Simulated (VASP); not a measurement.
# TcN2: single point with PBE

The system is TcN2.

```
Tc N
1.0
     0.00000    2.40311    2.40311
     2.40311    0.00000    2.40311
     2.40311    2.40311    0.00000
Tc N
1 2
Direct
  0.00000 0.00000 0.00000
  0.75000 0.75000 0.75000
  0.25000 0.25000 0.25000
```

```
Program                : VASP 6.6.1
Task                   : single point
Functional             : PBE
Potentials or basis    : VASP PAW PBE potentials, release 64 (Tc_pv, N)
Cutoff                 : 520 eV
k mesh                 : 8 × 8 × 8
Occupations            : methfessel-paxton, width 0.1 eV
Spin                   : no spin polarisation
Dipole correction      : no
Further INCAR settings : ALGO = Normal; EDIFF = 1e-06; NBANDS = 18
```

```json
{
  "Pressure": "10.4 GPa"
}
```

Levels at points of the mesh, in eV from the Fermi level:
| k point | band 8 | band 9 | band 10 | band 11 | band 12 | band 13 | band 14 | band 15 |
| --- | --- | --- | --- | --- | --- | --- | --- | --- |
| (0.00, 0.00, 0.00) | -7.48 | -1.27 | -1.27 | 0.10 | 0.10 | 0.10 | 6.52 | 6.52 |
| (0.50, 0.00, 0.00) | -3.12 | -2.71 | -2.03 | -2.03 | -0.73 | -0.73 | 2.80 | 5.95 |
| (0.50, 0.50, 0.00) | -4.53 | -3.13 | -3.13 | -0.25 | 0.30 | 1.24 | 3.03 | 4.92 |

It took 22 s on 1 thread of Intel(R) Xeon(R) Platinum 8375C CPU @ 2.90GHz (Ice Lake), with other jobs on the host, peak memory 0.16 GiB.
